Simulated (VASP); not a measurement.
# Pd (Fm-3m) in VASP: notebook

Pd is run at these levels: PBE; tasks: single point.

Program: VASP 6.6.1. These are calculated values, not measurements. Logs are shortened: lines on timing, memory, paths and dates and some standing lists are left out, and cuts for length are marked.

## 1. The cell of the first run

Symmetry: Fm-3m, No. 225, cubic system. Conventional cell: a = 4.070 Å, b = 4.070 Å, c = 4.070 Å, α = 90.00°, β = 90.00°, γ = 90.00°. Within 3.8 Å of Pd (site symmetry m-3m) lie 12 Pd at 2.88 Å.

## 2. Single point, PBE (volume scaled by 1.10)

INCAR

```
SYSTEM = Pd
PREC = Accurate
ENCUT = 520
EDIFF = 1E-6
ISMEAR = 0
SIGMA = 0.1
LREAL = .False.
LASPH = .True.
NELM = 100
ALGO = Normal
ISIF = 2
LWAVE = .False.
LCHARG = .False.
GGA = PE
NBANDS = 11
```

KPOINTS

```
Automatic mesh
0
Gamma
  18 18 18
  0 0 0
```

POSCAR

```
Pd
1.0
    0.0000000000      2.0348180437      2.0348180437
    2.0348180437      0.0000000000      2.0348180437
    2.0348180437      2.0348180437      0.0000000000
Pd
1
Direct
    0.0000000000      0.0000000000      0.0000000000
```

Potentials or basis: VASP PAW PBE potentials, release 64 (Pd).

Run with:

```sh
> cat potpaw_PBE.64/Pd/POTCAR > POTCAR
> mpirun -np 1 vasp_std > vasp.out
```

OUTCAR:

```text
SYSTEM = Pd
   PREC = Accurate
   ENCUT = 520
   EDIFF = 1E-6
   ISMEAR = 0
   LREAL = .False.
   LASPH = .True.
   NELM = 100
   ISIF = 2
   GGA = PE

 ion  position               nearest neighbor table
   1  0.000  0.000  0.000-

  LATTYP: Found a face centered cubic cell.
 ALAT       =     4.0696360874

  Lattice vectors:

 A1 = (   0.0000000000,   2.0348180437,   2.0348180437)
 A2 = (   2.0348180437,   0.0000000000,   2.0348180437)
 A3 = (   2.0348180437,   2.0348180437,   0.0000000000)

Analysis of symmetry for initial positions (statically):
=====================================================================
 Subroutine PRICEL returns:
 Original cell was already a primitive cell.

 Routine SETGRP: Setting up the symmetry group for a
 face centered cubic supercell.

 Subroutine GETGRP returns: Found 48 space group operations
 (whereof 48 operations were pure point group operations)
 out of a pool of 48 trial point group operations.

The static configuration has the point symmetry O_h .

Analysis of symmetry for dynamics (positions and initial velocities):
=====================================================================
 Subroutine PRICEL returns:
 Original cell was already a primitive cell.

 Routine SETGRP: Setting up the symmetry group for a
 face centered cubic supercell.

 Subroutine GETGRP returns: Found 48 space group operations
 (whereof 48 operations were pure point group operations)
 out of a pool of 48 trial point group operations.

The dynamic configuration has the point symmetry O_h .

 Subroutine INISYM returns: Found 48 space group operations
 (whereof 48 operations are pure point group operations),
 and found     1 'primitive' translations

----------------------------------------------------------------------------------------

                                     Primitive cell

  volume of cell :      16.8503

  direct lattice vectors                    reciprocal lattice vectors
     0.000000000  2.034818044  2.034818044    -0.245722217  0.245722217  0.245722217
     2.034818044  0.000000000  2.034818044     0.245722217 -0.245722217  0.245722217
     2.034818044  2.034818044  0.000000000     0.245722217  0.245722217 -0.245722217

  length of vectors
     2.877667274  2.877667274  2.877667274     0.425603364  0.425603364  0.425603364

  position of ions in fractional coordinates (direct lattice)
     0.000000000  0.000000000  0.000000000

  ion indices of the primitive-cell ions
   primitive index   ion index
                 1           1

----------------------------------------------------------------------------------------

 KPOINTS: Automatic mesh

Automatic generation of k-mesh.
 Grid dimensions read from file:
 generate k-points for:   18   18   18

 Generating k-lattice:

  Cartesian coordinates                     Fractional coordinates (reciprocal lattice)
    -0.013651234  0.013651234  0.013651234     0.055555556  0.000000000  0.000000000
     0.013651234 -0.013651234  0.013651234     0.000000000  0.055555556  0.000000000
     0.013651234  0.013651234 -0.013651234     0.000000000  0.000000000  0.055555556

  Length of vectors
     0.023644631  0.023644631  0.023644631

  Shift w.r.t. Gamma in fractional coordinates (k-lattice)
     0.000000000  0.000000000  0.000000000

 Subroutine IBZKPT returns following result:
 ===========================================

 Found    195 irreducible k-points:

 Following reciprocal coordinates:
            Coordinates               Weight
  0.000000  0.000000  0.000000      1.000000
  0.055556  0.000000  0.000000      8.000000
  0.111111  0.000000  0.000000      8.000000
  0.166667  0.000000  0.000000      8.000000
  0.222222  0.000000  0.000000      8.000000
  0.277778  0.000000  0.000000      8.000000
[... 16 lines left out ...]
 -0.277778  0.055556  0.000000     24.000000
 -0.222222  0.055556  0.000000     24.000000
 [... further k-points ...]
   k-points           NKPTS =    195   k-points in BZ     NKDIM =    195   number of bands    NBANDS=     11
   number of dos      NEDOS =    301   number of ions     NIONS =      1
   total plane-waves  NPLWV =  13824
   dimension x,y,z NGX =    24 NGY =   24 NGZ =   24
   dimension x,y,z NGXF=    48 NGYF=   48 NGZF=   48
   ions per type =               1
   NGX,Y,Z   is equivalent  to a cutoff of  13.87, 13.87, 13.87 a.u.
   NGXF,Y,Z  is equivalent  to a cutoff of  27.73, 27.73, 27.73 a.u.
 SYSTEM =  Pd
   PREC   = accura    normal or accurate (medium, high low for compatibility)
   ISTART =      0    job   : 0-new  1-cont  2-samecut
   ICHARG =      2    charge: 1-file 2-atom 10-const
   ISPIN  =      1    spin polarized calculation?
   LNONCOLLINEAR =      F non collinear calculations
   LSORBIT =      F    spin-orbit coupling
   LASPH  =      T    aspherical Exc in radial PAW
   ENCUT  =  520.0 eV  38.22 Ry    6.18 a.u.   5.35  5.35  5.35*2*pi/ulx,y,z
   NELM   =    100;   NELMIN=  2; NELMDL= -5     # of ELM steps
   EDIFF  = 0.1E-05   stopping-criterion for ELM
   LREAL  =      F    real-space projection
   EDIFFG = 0.1E-04   stopping-criterion for IOM
   NSW    =      0    number of steps for IOM
   IBRION =     -1    ionic relax: 0-MD 1-quasi-New 2-CG
   NFREE  =      0    steps in history (QN), initial steepest desc. (CG)
   ISIF   =      2    stress and relaxation
   ISYM   =      2    0-nonsym 1-usesym 2-fastsym
   POTIM  = 0.5000    time-step for ionic-motion
   TEBEG  =    0.0;   TEEND  =   0.0 temperature during run
   PSTRESS=    0.0 pullay stress
   NELECT =      10.0000    total number of electrons
   NUPDOWN=      -1.0000    fix difference up-down
   EMIN   =  10.00;   EMAX   =-10.00  energy-range for DOS
   EFERMI =   0.00;   METHOD = LEGACY
   ISMEAR =     0;   SIGMA  =   0.10  broadening in eV -4-tet -1-fermi 0-gaus
   EFERMI_NEDOS =   21; number of points for ismear=-14 and -15
   IALGO  =     38    algorithm
   IMIX   =      4    mixing-type and parameters
     AMIX     =   0.40;   BMIX     =  1.00
     AMIX_MAG =   1.60;   BMIX_MAG =  1.00
  volume/ion in A,a.u.               =      16.85       113.71
  Fermi-wavevector in a.u.,A,eV,Ry     =   1.375749  2.599789 25.751553  1.892686
  Thomas-Fermi vector in A             =   2.501057
   LORBIT       =      0    0 simple, 1 ext, 2 COOP (PROOUT), +10 PAW based schemes
   GGA     = PE    functional components
   LHFCALC =     F    Hartree Fock is set to
   AEXX    =    0.0000 exact exchange contribution
   IVDW    =     0    specifies the selected vdW correction
   LEPSILON=     F    determine dielectric tensor
   LRPA    =     F    only Hartree local field effects (RPA)
 non-spin polarized calculation
 Gauss-broadening in eV      SIGMA  =   0.10
  energy-cutoff  :      520.00
  volume of cell :       16.85
 maximum number of plane-waves:       467
 NGX is ok and might be reduce to    24
   NGX = 11   NGY = 11   NGZ = 11

 number of electron      10.0000000 magnetization

 number of electron       9.9999999 magnetization

 Free energy of the ion-electron system (eV)
  ---------------------------------------------------
  ext. energy  EPLUGINS =         0.00000000
  ---------------------------------------------------
  free energy    TOTEN  =        -5.15889912 eV

  energy without entropy =       -5.14504541  energy(sigma->0) =       -5.15197227

 E-fermi :   7.6860     XC(G=0): -12.3698

 val. band max:        7.6819157736   @ k =  -0.4444   0.3889   0.1111
 cond. band min:       7.6874382123   @ k =  -0.3889   0.3889   0.0556
 fundamental gap:      0.0055224387
 Fermi energy:         7.6859746724

 k-point     1 :       0.0000    0.0000    0.0000
  band No.  band energies     occupation
      1       1.5378      2.00000
      2       5.4045      2.00000
      3       5.4045      2.00000
      4       5.4045      2.00000
      5       6.6981      2.00000
      6       6.6981      2.00000
      7      24.7396      0.00000
      8      28.7680      0.00000
      9      28.7680      0.00000
     10      28.7680      0.00000
     11      33.5106      0.00000

 k-point     2 :       0.0556    0.0000    0.0000
  band No.  band energies     occupation
      1       1.6380      2.00000
      2       5.3733      2.00000
      3       5.4366      2.00000
      4       5.4366      2.00000
      5       6.6837      2.00000
      6       6.6837      2.00000
      7      24.8151      0.00000
      8      28.0059      0.00000
      9      28.8546      0.00000
     10      28.8546      0.00000
     11      33.9199      0.00000

 k-point     3 :       0.1111    0.0000    0.0000
  band No.  band energies     occupation
      1       1.9290      2.00000
      2       5.2955      2.00000
      3       5.5204      2.00000
      4       5.5204      2.00000
      5       6.6543      2.00000
      6       6.6543      2.00000
      7      24.8895      0.00000
      8      26.5439      0.00000
      9      29.0914      0.00000
     10      29.0914      0.00000
     11      33.2979      0.00000

 k-point     4 :       0.1667    0.0000    0.0000
  band No.  band energies     occupation
      1       2.3739      2.00000
      2       5.2235      2.00000
      3       5.6145      2.00000
      4       5.6145      2.00000
      5       6.6529      2.00000
      6       6.6529      2.00000
      7      23.9818      0.00000
      8      25.7972      0.00000
      9      29.3990      0.00000
     10      29.3990      0.00000
     11      32.3567      0.00000
[... 239 lines left out ...]
 k-point    22 :      -0.3333    0.0556    0.0000
  band No.  band energies     occupation
      1       3.4851      2.00000
      2       5.4814      2.00000
      3       5.5481      2.00000
      4       6.4096      2.00000
      5       7.1279      2.00000
      6       7.7618      0.28354
      7      17.4950      0.00000
      8      24.6401      0.00000
      9      27.2931      0.00000
     10      29.2368      0.00000
     11      32.3413      0.00000

 k-point    23 :      -0.2778    0.0556    0.0000
  band No.  band energies     occupation
      1       3.4110      2.00000
      2       5.5319      2.00000
      3       5.6377      2.00000
      4       5.7395      2.00000
      5       6.8451      2.00000
      6       7.3378      2.00000
      7      19.4779      0.00000
      8      25.0470      0.00000
      9      27.8326      0.00000
     10      30.4475      0.00000
     11      31.5672      0.00000

 k-point    24 :      -0.2222    0.0556    0.0000
  band No.  band energies     occupation
      1       3.1107      2.00000
      2       5.2369      2.00000
      3       5.6750      2.00000
      4       5.6998      2.00000
      5       6.6141      2.00000
      6       7.0342      2.00000
      7      21.5114      0.00000
      8      25.3988      0.00000
      9      28.3327      0.00000
     10      31.0096      0.00000
     11      31.0422      0.00000

 [... further k-points ...]
[... 5 lines left out ...]
  --------------------------------------------------------------------------------------
  -------------------------------------------------------------------------------------
  Total       -1.3164784     -1.3164784     -1.3164784      0.0000000      0.0000000     -0.0000000
  in kB     -125.1749991   -125.1749991   -125.1749991      0.0000000      0.0000000     -0.0000000
  external PRESSURE =    -125.1749991 kB  Pullay stress =       0.0000000 kB

 VOLUME and BASIS-vectors are now :
 -----------------------------------------------------------------------------
  energy-cutoff  :      520.00
  volume of cell :       16.85
      direct lattice vectors                 reciprocal lattice vectors
     0.000000000  2.034818044  2.034818044    -0.245722217  0.245722217  0.245722217
     2.034818044  0.000000000  2.034818044     0.245722217 -0.245722217  0.245722217
     2.034818044  2.034818044  0.000000000     0.245722217  0.245722217 -0.245722217

 POSITION                                       TOTAL-FORCE (eV/Angst)
 -----------------------------------------------------------------------------------
      0.00000      0.00000      0.00000         0.000000      0.000000      0.000000
 -----------------------------------------------------------------------------------
    total drift:                               -0.000000      0.000000      0.000000

  FREE ENERGIE OF THE ION-ELECTRON SYSTEM (eV)
  ---------------------------------------------------
  free  energy   TOTEN  =        -5.1588991201 eV

  energy  without entropy=       -5.1450454124  energy(sigma->0) =       -5.15197227
```

Run time: 18 s. Hardware: 1 thread of AMD EPYC 9R45 (Zen 5), shared host; peak memory 0.13 GiB.

What came out:

| Property | Result |
| --- | --- |
| Free energy | -5.1589 eV |
| Pressure | -12.5 GPa |
| Band gap on the k mesh | zero (band 5 reaches 7.91 eV, above the bottom of band 6 at 6.65 eV) |

(Part 1 of 2 ends here.)
